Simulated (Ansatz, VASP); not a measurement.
**One calculation of WS2, two programs**

```
W S
1.0
     3.28037    0.00000    0.00000
    -1.64019    2.84089    0.00000
     0.00000    0.00000   13.11110
W S
2 4
Direct
  0.33333 0.66667 0.25000
  0.66667 0.33333 0.75000
  0.33333 0.66667 0.62029
  0.66667 0.33333 0.12029
  0.33333 0.66667 0.87971
  0.66667 0.33333 0.37971
```

Change from the starting cell: strain +0.040 along x and y, +0.080 along z, atoms carried along.

Alike in both runs: task single point; functional PBE; dispersion D3(BJ); k mesh 12 × 12 × 4; occupations gaussian, width 0.05 eV; no spin polarisation.

|  | VASP | Ansatz |
| --- | --- | --- |
| version | VASP 6.6.1 | Ansatz 0.2.0 |
| potentials or method | VASP PAW PBE potentials, release 64 (W_sv, S), cutoff 520 eV | scalar-relativistic, plane waves, PAW |
| valence electrons in the cell | 52 | 52 |

VASP gave:

| Quantity | Value |
| --- | --- |
| gap on the k mesh at the Fermi level (eV) | 1.09 |
| least direct gap on the mesh (eV) | 1.69 |
| pressure (GPa) | -18.9 |
| traceless stress, the component that is largest in VASP (GPa) | -5.31 |
| rms of the force components (eV/Å) | 1.191 |

Task: Estimate Ansatz's values.

Result: gap on the k mesh at the Fermi level (eV): 1.08; least direct gap on the mesh (eV): 1.69; pressure (GPa): -18.9; traceless stress, the component that is largest in VASP (GPa): -5.31; rms of the force components (eV/Å): 1.191.

Atom by atom the forces differ by 0.000 eV/Å (rms over components).

Spin-orbit coupling is off throughout.
